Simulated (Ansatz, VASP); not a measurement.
# Two plane-wave programs on Co

INCAR

```
SYSTEM = Co
  PREC = Accurate
  ENCUT = 600
  EDIFF = 1E-6
  ISMEAR = 0
  SIGMA = 0.1
  LREAL = .FALSE.
  LASPH = .TRUE.
  NELM = 200
  ALGO = Normal
  ISIF = 2
  LWAVE = .FALSE.
  LCHARG = .FALSE.
  ISPIN = 2
  MAGMOM = 1.83 1.83
  LORBIT = 11
  LMAXMIX = 4
  GGA = RP
  NBANDS = 20
  GGA_COMPAT = .FALSE.
```

KPOINTS

```
Automatic mesh
0
G
  3 3 1
  0 0 0
```

Contents of POSCAR:

```
Co
1.0
    2.5045299482      0.0000000000      0.0000000000
   -1.2522649741      2.1689865596      0.0000000000
    0.0000000000      0.0000000000      4.0740599388
Co
2
Direct
    0.3333333333      0.6666666667      0.2500000000
    0.6666666667      0.3333333333      0.7500000000
```

Input for Ansatz:

```yaml
crystal:
  lattice:
    - [2.5045299482, 0.0, 0.0]
    - [-1.2522649741, 2.1689865596, 0.0]
    - [0.0, 0.0, 4.0740599388]
  atoms:
    - { symbol: Co, position: [0.3333333333, 0.6666666667, 0.25], spin: 1.83 }
    - { symbol: Co, position: [0.6666666667, 0.3333333333, 0.75], spin: 1.83 }
basis:
  ecutwfc: 420
kpoints:
  mp_grid: { grid: [3, 3, 1] }
hamiltonian:
  xc: rpbe
scf:
  occupations: { method: gaussian, width: 0.1 }
  self_checks: high
output:
  forces: true
  stress: true
  eigenvalues: true
  populations: true
magnetization:
  spin_polarized: true
```

Alike in both runs: task single point; functional RPBE; k mesh 3 × 3 × 1; occupations gaussian, width 0.1 eV; collinear spin.

|  | VASP | Ansatz |
| --- | --- | --- |
| version | VASP 6.6.1 | Ansatz 0.2.0 |
| potentials or method | VASP PAW PBE potentials, release 64 (Co), cutoff 600 eV | scalar-relativistic, plane waves, PAW |
| valence electrons in the cell | 18 | 34 |

VASP gave:

| Property | Result |
| --- | --- |
| gap on the k mesh at the Fermi level (eV) | none |
| pressure (GPa) | 0.9 |
| traceless stress, the component that is largest in VASP (GPa) | -4.92 |
| net moment per atom (μB) | 1.83 |
| size of the moment on the site where the two differ most (μB) | 1.86 |

**Question.** Estimate Ansatz's values.

**Answer.** gap on the k mesh at the Fermi level (eV): none; pressure (GPa): 1.3; traceless stress, the component that is largest in VASP (GPa): 0.27; net moment per atom (μB): 1.88; size of the moment on the site where the two differ most (μB): 1.95.

VASP's potentials were made for PBE, not for RPBE. Site moments also hang on the region over which each program counts them. A gap of «none» marks a metal or a gap that the smearing closes. The functional is the same, so the differences come from potentials, cutoffs and numerics. VASP's potentials hold 18 valence electrons a cell and Ansatz's 34, so a difference there can come from the potentials and not from the codes.

The k mesh is coarse, so the values compare programs but aren't converged.
